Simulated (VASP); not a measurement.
# Ru (P6_3/mmc) in VASP: notebook

The runs below take Ru through single point, with BLYP+D4, SVWN5.

All numbers are computed with VASP 6.6.1; they aren't measurements. Logs are shortened: lines on timing, memory, paths and dates and some standing lists are left out, and cuts for length are marked.

## 1. The cell of the first run

The structure is hexagonal, space group P6_3/mmc (No. 194). The conventional cell has a = 2.759 Å, b = 2.759 Å, c = 4.366 Å, α = 90.00°, β = 90.00°, γ = 120.00°. Within 3.6 Å of Ru (site symmetry -6m2) lie 12 Ru at 2.70 to 2.76 Å.

## 2. Single point, BLYP+D4

Input file INCAR:

```
SYSTEM = Ru
PREC = Accurate
ENCUT = 520
EDIFF = 1E-6
ISMEAR = -1
SIGMA = 0.05
LREAL = .FALSE.
LASPH = .TRUE.
NELM = 60
ALGO = Normal
ISIF = 2
LWAVE = .FALSE.
LCHARG = .FALSE.
GGA = B5
ALDAX = 1.0
AGGAX = 1.0
AGGAC = 1.0
ALDAC = 0.0
IVDW = 13
VDW_S6 = 1.0
VDW_S8 = 2.34076671
VDW_A1 = 0.44488865
VDW_A2 = 4.0933009
NBANDS = 21
```

Input file KPOINTS:

```
Automatic mesh
0
G
  11 11 6
  0 0 0
```

Input file POSCAR:

```
Ru
1.0
    2.7588683749      0.0000000000      0.0000000000
   -1.3794341875      2.3892500984      0.0000000000
    0.0000000000      0.0000000000      4.3658801443
Ru
2
Direct
    0.6666666667      0.3333333333      0.7500000000
    0.3333333333      0.6666666667      0.2500000000
```

Potentials or basis: VASP PAW PBE potentials, release 64 (Ru_pv).

Run with:

```
$ cat potpaw_PBE.64/Ru_pv/POTCAR > POTCAR
$ mpirun -np 1 vasp_std > vasp.out
```

OUTCAR:

```text
SYSTEM = Ru
   PREC = Accurate
   ENCUT = 520
   EDIFF = 1E-6
   ISMEAR = -1
   LREAL = .FALSE.
   LASPH = .TRUE.
   NELM = 60
   ISIF = 2
   GGA = B5
   IVDW = 13

 ion  position               nearest neighbor table
   1  0.667  0.333  0.750-   2 2.70   2 2.70   2 2.70   2 2.70   2 2.70   2 2.70
   2  0.333  0.667  0.250-   1 2.70   1 2.70   1 2.70   1 2.70   1 2.70   1 2.70

  LATTYP: Found a hexagonal cell.
 ALAT       =     2.7588683749
 C/A-ratio  =     1.5824894671

  Lattice vectors:

 A1 = (   2.7588683749,   0.0000000000,   0.0000000000)
 A2 = (  -1.3794341875,   2.3892500984,   0.0000000000)
 A3 = (   0.0000000000,   0.0000000000,   4.3658801443)

Analysis of symmetry for initial positions (statically):
=====================================================================
 Subroutine PRICEL returns:
 Original cell was already a primitive cell.

 Routine SETGRP: Setting up the symmetry group for a
 hexagonal supercell.

 Subroutine GETGRP returns: Found 24 space group operations
 (whereof 12 operations were pure point group operations)
 out of a pool of 24 trial point group operations.

The static configuration has the point symmetry D_3d.
 The point group associated with its full space group is D_6h.

Analysis of symmetry for dynamics (positions and initial velocities):
=====================================================================
 Subroutine PRICEL returns:
 Original cell was already a primitive cell.

 Routine SETGRP: Setting up the symmetry group for a
 hexagonal supercell.

 Subroutine GETGRP returns: Found 24 space group operations
 (whereof 12 operations were pure point group operations)
 out of a pool of 24 trial point group operations.

The dynamic configuration has the point symmetry D_3d.
 The point group associated with its full space group is D_6h.

 Subroutine INISYM returns: Found 24 space group operations
 (whereof 12 operations are pure point group operations),
 and found     1 'primitive' translations

----------------------------------------------------------------------------------------

                                     Primitive cell

  volume of cell :      28.7783

  direct lattice vectors                    reciprocal lattice vectors
     2.758868375  0.000000000  0.000000000     0.362467456  0.209270683  0.000000000
    -1.379434188  2.389250098  0.000000000     0.000000000  0.418541366  0.000000000
     0.000000000  0.000000000  4.365880144     0.000000000  0.000000000  0.229048890

  length of vectors
     2.758868375  2.758868375  4.365880144     0.418541366  0.418541366  0.229048890

  position of ions in fractional coordinates (direct lattice)
     0.666666667  0.333333333  0.750000000
     0.333333333  0.666666667  0.250000000

  ion indices of the primitive-cell ions
   primitive index   ion index
                 1           1
                 2           2

----------------------------------------------------------------------------------------

 KPOINTS: Automatic mesh

Automatic generation of k-mesh.
 Grid dimensions read from file:
 generate k-points for:   11   11    6

 Generating k-lattice:

  Cartesian coordinates                     Fractional coordinates (reciprocal lattice)
     0.032951587  0.019024608  0.000000000     0.090909091  0.000000000  0.000000000
     0.000000000  0.038049215  0.000000000     0.000000000  0.090909091  0.000000000
     0.000000000  0.000000000  0.038174815     0.000000000  0.000000000  0.166666667

  Length of vectors
     0.038049215  0.038049215  0.038174815

  Shift w.r.t. Gamma in fractional coordinates (k-lattice)
     0.000000000  0.000000000  0.000000000

 Subroutine IBZKPT returns following result:
 ===========================================

 Found     64 irreducible k-points:

 Following reciprocal coordinates:
            Coordinates               Weight
  0.000000  0.000000  0.000000      1.000000
  0.090909  0.000000  0.000000      6.000000
  0.181818  0.000000  0.000000      6.000000
  0.272727  0.000000  0.000000      6.000000
  0.363636  0.000000  0.000000      6.000000
  0.454545  0.000000  0.000000      6.000000
[... 16 lines left out ...]
  0.090909  0.090909  0.166667     12.000000
  0.181818  0.090909  0.166667     24.000000
 [... further k-points ...]
   k-points           NKPTS =     64   k-points in BZ     NKDIM =     64   number of bands    NBANDS=     21
   number of dos      NEDOS =    301   number of ions     NIONS =      2
   total plane-waves  NPLWV =  18432
   dimension x,y,z NGX =    24 NGY =   24 NGZ =   32
   dimension x,y,z NGXF=    48 NGYF=   48 NGZF=   64
   ions per type =               2
   NGX,Y,Z   is equivalent  to a cutoff of  14.46, 14.46, 12.19 a.u.
   NGXF,Y,Z  is equivalent  to a cutoff of  28.92, 28.92, 24.37 a.u.
 SYSTEM =  Ru
   PREC   = accura    normal or accurate (medium, high low for compatibility)
   ISTART =      0    job   : 0-new  1-cont  2-samecut
   ICHARG =      2    charge: 1-file 2-atom 10-const
   ISPIN  =      1    spin polarized calculation?
   LNONCOLLINEAR =      F non collinear calculations
   LSORBIT =      F    spin-orbit coupling
   LASPH  =      T    aspherical Exc in radial PAW
   ENCUT  =  520.0 eV  38.22 Ry    6.18 a.u.   5.13  5.13  8.12*2*pi/ulx,y,z
   NELM   =     60;   NELMIN=  2; NELMDL= -5     # of ELM steps
   EDIFF  = 0.1E-05   stopping-criterion for ELM
   LREAL  =      F    real-space projection
   EDIFFG = 0.1E-04   stopping-criterion for IOM
   NSW    =      0    number of steps for IOM
   IBRION =     -1    ionic relax: 0-MD 1-quasi-New 2-CG
   NFREE  =      0    steps in history (QN), initial steepest desc. (CG)
   ISIF   =      2    stress and relaxation
   ISYM   =      2    0-nonsym 1-usesym 2-fastsym
   POTIM  = 0.5000    time-step for ionic-motion
   TEBEG  =    0.0;   TEEND  =   0.0 temperature during run
   PSTRESS=    0.0 pullay stress
   NELECT =      28.0000    total number of electrons
   NUPDOWN=      -1.0000    fix difference up-down
   EMIN   =  10.00;   EMAX   =-10.00  energy-range for DOS
   EFERMI =   0.00;   METHOD = LEGACY
   ISMEAR =    -1;   SIGMA  =   0.05  broadening in eV -4-tet -1-fermi 0-gaus
   EFERMI_NEDOS =   21; number of points for ismear=-14 and -15
   IALGO  =     38    algorithm
   IMIX   =      4    mixing-type and parameters
     AMIX     =   0.40;   BMIX     =  1.00
     AMIX_MAG =   1.60;   BMIX_MAG =  1.00
  volume/ion in A,a.u.               =      14.39        97.10
  Fermi-wavevector in a.u.,A,eV,Ry     =   1.622206  3.065525 35.804449  2.631553
  Thomas-Fermi vector in A             =   2.715857
   LORBIT       =      0    0 simple, 1 ext, 2 COOP (PROOUT), +10 PAW based schemes
   GGA     = B5    functional components
   LHFCALC =     F    Hartree Fock is set to
   AEXX    =    0.0000 exact exchange contribution
   IVDW    =    13    specifies the selected vdW correction
   LEPSILON=     F    determine dielectric tensor
   LRPA    =     F    only Hartree local field effects (RPA)
 non-spin polarized calculation
  energy-cutoff  :      520.00
  volume of cell :       28.78
 maximum number of plane-waves:       796
 NGX is ok and might be reduce to    24
   NGX = 11   NGY = 11   NGZ = 17

 number of electron      28.0000012 magnetization

 Free energy of the ion-electron system (eV)
  ---------------------------------------------------
  ext. energy  EPLUGINS =         0.00000000
  ---------------------------------------------------
  free energy    TOTEN  =       -15.84817919 eV

  energy without entropy =      -15.83014818  energy(sigma->0) =      -15.83916368

 E-fermi :  12.2802     XC(G=0): -13.0988

 val. band max:       12.2402619529   @ k =   0.2727   0.0000   0.0000
 cond. band min:      12.2814115338   @ k =   0.2727   0.1818   0.0000
 fundamental gap:      0.0411495808
 Fermi energy:        12.2801503235

 k-point     1 :       0.0000    0.0000    0.0000
  band No.  band energies     occupation
      1     -30.9550      2.00000
      2     -30.1788      2.00000
      3     -30.1788      2.00000
      4     -30.0350      2.00000
      5     -30.0350      2.00000
      6     -30.0019      2.00000
[... 13 lines left out ...]
     20      22.5384      0.00000
     21      22.5640      0.00000

 k-point     2 :       0.0909    0.0000    0.0000
  band No.  band energies     occupation
      1     -30.9317      2.00000
      2     -30.2277      2.00000
      3     -30.1954      2.00000
      4     -30.0860      2.00000
      5     -30.0419      2.00000
      6     -30.0129      2.00000
[... 13 lines left out ...]
     20      22.5384      0.00000
     21      22.5619      0.00000

 k-point     3 :       0.1818    0.0000    0.0000
  band No.  band energies     occupation
      1     -30.8655      2.00000
      2     -30.3590      2.00000
      3     -30.2383      2.00000
      4     -30.2201      2.00000
      5     -30.0619      2.00000
      6     -30.0460      2.00000
[... 13 lines left out ...]
     20      22.5382      0.00000
     21      22.5568      0.00000

 k-point     4 :       0.2727    0.0000    0.0000
  band No.  band energies     occupation
      1     -30.7676      2.00000
      2     -30.5311      2.00000
      3     -30.3896      2.00000
      4     -30.2921      2.00000
      5     -30.1004      2.00000
      6     -30.0899      2.00000
[... 13 lines left out ...]
     20      22.5377      0.00000
     21      22.5506      0.00000

 k-point     5 :       0.3636    0.0000    0.0000
  band No.  band energies     occupation
      1     -30.6893      2.00000
      2     -30.6571      2.00000
      3     -30.5399      2.00000
      4     -30.3399      2.00000
      5     -30.1707      2.00000
      6     -30.1168      2.00000
[... 13 lines left out ...]
     20      22.4833      0.00000
     21      22.5379      0.00000

 k-point     6 :       0.4545    0.0000    0.0000
  band No.  band energies     occupation
      1     -30.7831      2.00000
      2     -30.6271      2.00000
      3     -30.5696      2.00000
      4     -30.3676      2.00000
      5     -30.2343      2.00000
      6     -30.1332      2.00000
[... 13 lines left out ...]
     20      22.5355      0.00000
     21      22.8874      0.00000

 k-point     7 :       0.0909    0.0909    0.0000
  band No.  band energies     occupation
      1     -30.8869      2.00000
      2     -30.3073      2.00000
      3     -30.2493      2.00000
      4     -30.1572      2.00000
      5     -30.0629      2.00000
      6     -30.0350      2.00000
[... 13 lines left out ...]
     20      22.5383      0.00000
     21      22.5584      0.00000
[... 291 lines left out ...]
      1     -30.7651      2.00000
      2     -30.4906      2.00000
      3     -30.4252      2.00000
      4     -30.2787      2.00000
      5     -30.1084      2.00000
      6     -30.1036      2.00000
[... 13 lines left out ...]
     20      22.5378      0.00000
     21      23.6534      0.00000

 k-point    21 :       0.3636    0.0000    0.1667
  band No.  band energies     occupation
      1     -30.7733      2.00000
      2     -30.6032      2.00000
      3     -30.5155      2.00000
      4     -30.3251      2.00000
      5     -30.1636      2.00000
      6     -30.1320      2.00000
[... 13 lines left out ...]
     20      22.5372      0.00000
     21      22.9263      0.00000

 k-point    22 :       0.4545    0.0000    0.1667
  band No.  band energies     occupation
      1     -30.8319      2.00000
      2     -30.6808      2.00000
      3     -30.4852      2.00000
      4     -30.3522      2.00000
      5     -30.2135      2.00000
      6     -30.1492      2.00000
[... 13 lines left out ...]
     20      22.5335      0.00000
     21      22.5882      0.00000

 k-point    23 :       0.0909    0.0909    0.1667
  band No.  band energies     occupation
      1     -30.8397      2.00000
      2     -30.2906      2.00000
      3     -30.2522      2.00000
      4     -30.1896      2.00000
      5     -30.0742      2.00000
      6     -30.0565      2.00000
[... 13 lines left out ...]
     20      22.5383      0.00000
     21      23.4004      0.00000

 k-point    24 :       0.1818    0.0909    0.1667
  band No.  band energies     occupation
      1     -30.7819      2.00000
      2     -30.4216      2.00000
      3     -30.3818      2.00000
      4     -30.2548      2.00000
      5     -30.1123      2.00000
      6     -30.0857      2.00000
[... 13 lines left out ...]
     20      22.5379      0.00000
     21      23.5914      0.00000

 [... further k-points ...]

------------------------ aborting loop because EDIFF is reached ----------------------------------------

  DFT-D4 for vdW energy calculation

  Edisp (eV):   -1.90479

  FORCE on cell =-STRESS in cart. coord.  units (eV):
  Direction    XX          YY          ZZ          XY          YZ          ZX
  --------------------------------------------------------------------------------------
  -------------------------------------------------------------------------------------
  Total      -1.63413    -1.63413    -1.81900     0.00000    -0.00000     0.00000
  in kB     -90.97748   -90.97748  -101.26937     0.00000    -0.00000     0.00000
  external pressure =      -94.41 kB  Pullay stress =        0.00 kB

 VOLUME and BASIS-vectors are now :
 -----------------------------------------------------------------------------
  energy-cutoff  :      520.00
  volume of cell :       28.78
      direct lattice vectors                 reciprocal lattice vectors
     2.758868375  0.000000000  0.000000000     0.362467456  0.209270683  0.000000000
    -1.379434188  2.389250098  0.000000000     0.000000000  0.418541366  0.000000000
     0.000000000  0.000000000  4.365880144     0.000000000  0.000000000  0.229048890

 POSITION                                       TOTAL-FORCE (eV/Angst)
 -----------------------------------------------------------------------------------
      1.37943      0.79642      3.27441        -0.000000      0.000000      0.000000
     -0.00000      1.59283      1.09147         0.000000     -0.000000      0.000000
 -----------------------------------------------------------------------------------
    total drift:                               -0.000000      0.000000     -0.000000

  FREE ENERGIE OF THE ION-ELECTRON SYSTEM (eV)
  ---------------------------------------------------
  free  energy   TOTEN  =       -17.7529664743 eV

  energy  without entropy=      -17.7349354693  energy(sigma->0) =      -17.74395097
```

It took 27 s on 1 thread of Intel Xeon 6975P-C, shared host; peak memory 0.17 GiB.

What came out:

```
Free energy                : -17.7530 eV
Pressure                   : -9.4 GPa
Band gap on the k mesh     : zero (band 14 reaches 13.67 eV, above the bottom of band 15 at 10.88 eV)
Dispersion energy per atom : -0.952 eV
```

Levels at points of the mesh, in eV from the Fermi level:
```csv
k point,band 11,band 12,band 13,band 14,band 15,band 16,band 17,band 18
"(0.00, 0.00, 0.00)",-2.17,-1.71,-1.71,-1.24,-1.24,1.13,1.13,1.61
"(0.00, 0.00, 0.50)",-2.48,-2.48,-2.38,-2.38,0.52,0.52,0.52,0.52
```

Caveat: the PAW data sets were made with another functional, which shifts forces and pressure a little; pairwise dispersion overbinds metals, which lowers pressure and volume.

[end of part 1 of 2]
